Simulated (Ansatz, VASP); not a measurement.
Al2Ru: VASP beside Ansatz

```xyz
6
Lattice="0.0000 3.8109 4.1897 2.3141 0.0000 4.1897 2.3141 3.8109 0.0000" Properties=species:S:1:pos:R:3 pbc="T T T"
Al    1.1570    0.6014    2.0948
Al    1.1570    3.2096    2.0948
Al    2.3141    1.3041    4.1897
Al    2.3141    6.3178    4.1897
Ru    3.4711    5.7164    6.2845
Ru    2.3141    3.8109    4.1897
```

Change from the starting cell: volume 12.316 Å^3 an atom, stretch along a over the lengths across it, relative to the relaxed cell 1.0306.

Alike in both runs: task single point; functional LDA; k mesh 10 × 10 × 10; occupations gaussian, width 0.03 eV; no spin polarisation.

|  | VASP | Ansatz |
| --- | --- | --- |
| version | VASP 6.6.1 | Ansatz 0.2.0 |
| potentials or method | VASP PAW LDA potentials, release 64 (Al, Ru_pv), cutoff 520 eV | scalar-relativistic, plane waves, PAW |
| valence electrons in the cell | 40 | 44 |

|  | VASP | Ansatz | Ansatz less VASP |
| --- | --- | --- | --- |
| gap on the k mesh at the Fermi level (eV) | 0.27 | 0.27 | +0.002 |
| least direct gap on the mesh (eV) | 1.38 | 1.38 | -0.001 |
| pressure (GPa) | 19.7 | 19.0 | -0.69 |
| traceless stress, the component that is largest in VASP (GPa) | -6.79 | -6.79 | +0.008 |
| rms of the force components (eV/Å) | 0.015 | 0.010 | -0.0047 |

Ansatz warns that its potentials were made for another functional, while VASP's fit it. LDA's correlation is that of Perdew and Zunger in VASP and of Perdew and Wang (1992) in Ansatz. Atom by atom the forces differ by 0.005 eV/Å (rms over components). VASP's potentials hold 40 valence electrons a cell and Ansatz's 44, so a difference there can come from the potentials and not from the codes.
